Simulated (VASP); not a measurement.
# Li16F (a cell with a defect) in VASP: notebook, part 2 of 2

VASP 6.6.1.

### Step 3. Single point, PBE

The input, INCAR:

```
ALGO = Normal ; EDIFF = 1E-7
ENCUT = 520 ; GGA = PE
ISIF = 2 ; ISMEAR = 0
LASPH = True ; LCHARG = False
LREAL = Auto ; LWAVE = False
NBANDS = 42 ; NELM = 100
PREC = Accurate ; SIGMA = 0.15
```

The input, KPOINTS:

```
k-points
0
Gamma
  3 3 3
```

The input, POSCAR:

```
Li16F
1.0
    6.9800000000      0.0000000000      0.0000000000
    0.0000000000      6.9800000000      0.0000000000
    0.0000000000      0.0000000000      6.9800000000
Li F
16 1
Direct
    0.0000648997     -0.0250237822      0.0457260745
    0.4999958453      0.0239534384     -0.0017177650
   -0.0001432665      0.4934805158     -0.0063925501
    0.0000173352     -0.0260083095      0.4740856734
    0.2573489971      0.2638984241      0.2598598854
    0.4998648997      0.4878898281     -0.0118919771
    0.5000018625      0.0078853868      0.5080474212
    0.7425191977      0.2639236390      0.2597892550
    0.0000636103      0.5455739255      0.4751616046
    0.2690494269      0.7489017192      0.2490365330
    0.2213021490      0.2397749284      0.7398805158
    0.4999502865      0.4980979943      0.5241328080
    0.7302199140      0.7487527221      0.2488329513
    0.7786888252      0.2397762178      0.7398482808
    0.2573965616      0.7598048711      0.7639826648
    0.7425457020      0.7597736390      0.7639414040
   -0.0001073066      0.7820861032      0.2818647564
```

Potentials or basis: VASP PAW PBE potentials, release 64 (Li_sv, F).

Started as:

```console
> cat potpaw_PBE.64/Li_sv/POTCAR potpaw_PBE.64/F/POTCAR > POTCAR
> mpirun -np 1 vasp_std > vasp.out
```

OUTCAR:

```text
EDIFF = 1E-7
   ENCUT = 520
   GGA = PE
   ISIF = 2
   ISMEAR = 0
   LASPH = True
   LREAL = Auto
   NELM = 100
   PREC = Accurate

 ion  position               nearest neighbor table
   1  0.000  0.975  0.046-  17 2.13
   2  0.500  0.024  0.998-
   3  1.000  0.493  0.994-
   4  0.000  0.974  0.474-  17 1.90
   5  0.257  0.264  0.260-
   6  0.500  0.488  0.988-
   7  0.500  0.008  0.508-
   8  0.743  0.264  0.260-
   9  0.000  0.546  0.475-  17 2.13
  10  0.269  0.749  0.249-  17 1.91
  11  0.221  0.240  0.740-
  12  0.500  0.498  0.524-
  13  0.730  0.749  0.249-  17 1.91
  14  0.779  0.240  0.740-
  15  0.257  0.760  0.764-
  16  0.743  0.760  0.764-
  17  1.000  0.782  0.282-   4 1.90  10 1.91  13 1.91   1 2.13   9 2.13

  LATTYP: Found a simple cubic cell.
 ALAT       =     6.9800000000

  Lattice vectors:

 A1 = (   6.9800000000,   0.0000000000,   0.0000000000)
 A2 = (   0.0000000000,   6.9800000000,   0.0000000000)
 A3 = (   0.0000000000,   0.0000000000,   6.9800000000)

Analysis of symmetry for initial positions (statically):
=====================================================================
 Subroutine PRICEL returns:
 Original cell was already a primitive cell.

 Routine SETGRP: Setting up the symmetry group for a
 simple cubic supercell.

 Subroutine GETGRP returns: Found  1 space group operations
 (whereof  1 operations were pure point group operations)
 out of a pool of 48 trial point group operations.

The static configuration has the point symmetry C_1 .

Analysis of symmetry for dynamics (positions and initial velocities):
=====================================================================
 Subroutine PRICEL returns:
[... 148 lines left out ...]
     AMIX_MAG =   1.60;   BMIX_MAG =  1.00
  volume/ion in A,a.u.               =      20.00       134.99
  Fermi-wavevector in a.u.,A,eV,Ry     =   0.891950  1.685540 10.824442  0.795574
  Thomas-Fermi vector in A             =   2.013836
   LORBIT       =      0    0 simple, 1 ext, 2 COOP (PROOUT), +10 PAW based schemes
   GGA     = PE    functional components
   LHFCALC =     F    Hartree Fock is set to
   AEXX    =    0.0000 exact exchange contribution
   IVDW    =     0    specifies the selected vdW correction
   LEPSILON=     F    determine dielectric tensor
   LRPA    =     F    only Hartree local field effects (RPA)
 non-spin polarized calculation
 Gauss-broadening in eV      SIGMA  =   0.15
  energy-cutoff  :      520.00
  volume of cell :      340.07
 maximum number of plane-waves:      9180
 NGX is ok and might be reduce to    54
   NGX = 25   NGY = 25   NGZ = 25

 number of electron      54.9999974 magnetization

 Free energy of the ion-electron system (eV)
  ---------------------------------------------------
  ext. energy  EPLUGINS =         0.00000000
  ---------------------------------------------------
  free energy    TOTEN  =       -37.49907527 eV

  energy without entropy =      -37.40331820  energy(sigma->0) =      -37.45119674

 E-fermi :   0.6951     XC(G=0):  -7.0413

 val. band max:        0.6489872936   @ k =   0.3333   0.0000   0.3333
 cond. band min:       0.7066620981   @ k =   0.0000   0.3333   0.3333
 fundamental gap:      0.0576748045
 Fermi energy:         0.6951475890

 k-point     1 :       0.0000    0.0000    0.0000
  band No.  band energies     occupation
      1     -46.2376      2.00000
      2     -46.2362      2.00000
      3     -46.1553      2.00000
      4     -46.0462      2.00000
      5     -46.0262      2.00000
      6     -46.0235      2.00000
[... 577 lines left out ...]
     38       3.8662      0.00000
     39       4.1605      0.00000
 [bands above 39 left out]

------------------------ aborting loop because EDIFF is reached ----------------------------------------

  FORCE on cell =-STRESS in cart. coord.  units (eV):
  Direction    XX          YY          ZZ          XY          YZ          ZX
  --------------------------------------------------------------------------------------
  -------------------------------------------------------------------------------------
  Total       -0.7166317     -1.7034854     -1.7028718     -0.0025600      0.7534626     -0.0021256
  in kB       -3.3762944     -8.0256965     -8.0228054     -0.0120610      3.5498174     -0.0100143
  external PRESSURE =      -6.4749321 kB  Pullay stress =       0.0000000 kB

 VOLUME and BASIS-vectors are now :
 -----------------------------------------------------------------------------
  energy-cutoff  :      520.00
  volume of cell :      340.07
      direct lattice vectors                 reciprocal lattice vectors
     6.980000000  0.000000000  0.000000000     0.143266476  0.000000000  0.000000000
     0.000000000  6.980000000  0.000000000     0.000000000  0.143266476  0.000000000
     0.000000000  0.000000000  6.980000000     0.000000000  0.000000000  0.143266476

 POSITION                                       TOTAL-FORCE (eV/Angst)
 -----------------------------------------------------------------------------------
      0.00045      6.80533      0.31917        -0.001716      0.012800     -0.019483
      3.48997      0.16720      6.96801        -0.000663     -0.006469      0.002213
      6.97900      3.44449      6.93538         0.000765      0.004965      0.004970
      0.00012      6.79846      3.30912        -0.001553      0.025675      0.025000
      1.79630      1.84201      1.81382        -0.002694     -0.007793      0.000537
      3.48906      3.40547      6.89699        -0.000272      0.001153     -0.000835
[... 9 lines left out ...]
      5.18297      5.30322      5.33231         0.003700     -0.000124     -0.007918
      6.97925      5.45896      1.96742        -0.004820     -0.007340     -0.006094
 -----------------------------------------------------------------------------------
    total drift:                               -0.002631     -0.008525     -0.007955

  FREE ENERGIE OF THE ION-ELECTRON SYSTEM (eV)
  ---------------------------------------------------
  free  energy   TOTEN  =       -37.4990752721 eV

  energy  without entropy=      -37.4033182030  energy(sigma->0) =      -37.45119674
```

OSZICAR:

```text
N       E                     dE             d eps       ncg     rms          rms(c)
DAV:   1     0.382636271001E+03    0.38264E+03   -0.23501E+04  1192   0.130E+03
DAV:   2     0.538309191430E+02   -0.32881E+03   -0.31040E+03  1200   0.356E+02
DAV:   3    -0.161805019414E+02   -0.70011E+02   -0.68580E+02  1852   0.989E+01
DAV:   4    -0.351424517855E+02   -0.18962E+02   -0.18774E+02  2116   0.650E+01
DAV:   5    -0.383596848171E+02   -0.32172E+01   -0.32164E+01  1892   0.187E+01    0.543E+00
DAV:   6    -0.375075964344E+02    0.85209E+00   -0.48617E+00  1664   0.885E+00    0.192E+00
DAV:   7    -0.375116994827E+02   -0.41030E-02   -0.43579E-01  1808   0.216E+00    0.122E+00
DAV:   8    -0.375024211203E+02    0.92784E-02   -0.10367E-01  1830   0.119E+00    0.414E-01
DAV:   9    -0.374989300659E+02    0.34911E-02   -0.34725E-02  1832   0.558E-01    0.135E-01
DAV:  10    -0.374990515516E+02   -0.12149E-03   -0.38627E-03  1624   0.195E-01    0.475E-02
DAV:  11    -0.374991308106E+02   -0.79259E-04   -0.51647E-04  1808   0.705E-02    0.501E-02
DAV:  12    -0.374990759254E+02    0.54885E-04   -0.39766E-04  1766   0.562E-02    0.856E-03
DAV:  13    -0.374990756138E+02    0.31159E-06   -0.23599E-05  1648   0.145E-02    0.237E-03
DAV:  14    -0.374990753587E+02    0.25516E-06   -0.13793E-06  1492   0.404E-03    0.168E-03
DAV:  15    -0.374990751983E+02    0.16039E-06   -0.62274E-07  1224   0.286E-03    0.604E-04
DAV:  16    -0.374990752721E+02   -0.73811E-07   -0.45249E-08   912   0.115E-03
   1 F= -.37499075E+02 E0= -.37451197E+02  d E =-.957571E-01
```

stdout:

```text
POSCAR found type information on POSCAR LiF
 POSCAR found :  2 types and      17 ions
 scaLAPACK will be used
 LDA part: xc-table for (Slater+PW92), standard interpolation
 POSCAR, INCAR and KPOINTS ok, starting setup
 FFT: planning ... GRIDC
 FFT: planning ... GRID_SOFT
 FFT: planning ... GRID
 WAVECAR not read
 entering main loop
```

Wall time 3.4 min (1 thread of AMD EPYC 9R45 (Zen 5), shared host); peak memory 0.39 GiB.

What came out:

```
Free energy   : -37.4991 eV
Largest force : 0.036 eV/Å
```

Forces on the atoms (eV/Å):
```
Li  -0.002  0.013 -0.019
Li  -0.001 -0.006  0.002
Li   0.001  0.005  0.005
Li  -0.002  0.026  0.025
Li  -0.003 -0.008  0.001
Li   0.000  0.001 -0.001
Li  -0.001 -0.005 -0.006
Li   0.004 -0.008  0.001
Li  -0.002 -0.019  0.012
Li   0.033 -0.001 -0.001
Li   0.001  0.003  0.004
Li  -0.001  0.002 -0.006
Li  -0.023  0.001  0.001
Li  -0.002  0.004  0.004
Li  -0.003  0.000 -0.008
Li   0.004  0.000 -0.008
F   -0.005 -0.007 -0.006
```

Caveat: the cutoff is under 1.25 times the usual one of these potentials, so pressure, stress and relaxed cells hold a basis-set (Pulay) error; an odd number of electrons without spin polarisation forces a metal; a magnetic or distorted state may lie lower.
